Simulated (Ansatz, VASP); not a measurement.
## One calculation of NbTe, two programs

INCAR

```
PREC = Accurate ; ENCUT = 520
EDIFF = 1E-6 ; ISMEAR = 0
SIGMA = 0.027000000000000003 ; LREAL = False
LASPH = True ; NELM = 100
ALGO = Normal ; ISIF = 2
LWAVE = False ; LCHARG = True
GGA = PE ; LELF = True
LVHAR = True ; NBANDS = 16
```

Contents of KPOINTS:

```
regular mesh
0
Gamma
  8 8 7
```

Contents of POSCAR:

```
NbTe
1.0
    3.7029743866      0.0000000000      0.0000000000
   -1.8514871933      3.2068698884      0.0000000000
    0.0000000000      0.0000000000      3.6942110000
Te Nb
1 1
Direct
    0.6666666667      0.3333333333      0.0000000000
    0.0000000000      0.0000000000      0.5000000000
```

Contents of input.yaml:

```yaml
crystal:
  lattice:
    - [3.7029743866, 0.0, 0.0]
    - [-1.8514871933, 3.2068698884, 0.0]
    - [0.0, 0.0, 3.694211]
  atoms:
    - { symbol: Te, position: [0.6666666667, 0.3333333333, 0.0] }
    - { symbol: Nb, position: [0.0, 0.0, 0.5] }
hamiltonian:
  xc: pbe
  pseudopotentials: { kind: paw }
kpoints:
  mp_grid: { grid: [8, 8, 7] }
scf:
  occupations: { method: gaussian, width: 0.027 }
output:
  forces: true
  stress: true
  eigenvalues: true
```

Alike in both runs: task single point; functional PBE; k mesh 8 × 8 × 7; occupations gaussian, width 0.027 eV; no spin polarisation.

```csv
,VASP,Ansatz
version,VASP 6.6.1,Ansatz 0.2.0
potentials or method,"VASP PAW PBE potentials, release 64 (Te, Nb_sv)",Ansatz PAW
plane-wave cutoff (eV),520,420
valence electrons in the cell,19,29
```

Ansatz gave:

| Property | Result |
| --- | --- |
| gap on the k mesh at the Fermi level (eV) | none |
| pressure (GPa) | -0.6 |
| traceless stress, the component that is largest in VASP (GPa) | 0.76 |

Problem. Which values does VASP return?

Solution. gap on the k mesh at the Fermi level (eV): none; pressure (GPa): -0.8; traceless stress, the component that is largest in VASP (GPa): 0.71.

A gap of «none» marks a metal or a gap that the smearing closes. The functional is the same, so the differences come from potentials, cutoffs and numerics. VASP's potentials hold 19 valence electrons a cell and Ansatz's 29, so a difference there can come from the potentials and not from the codes.

Neither program's run includes spin-orbit coupling.
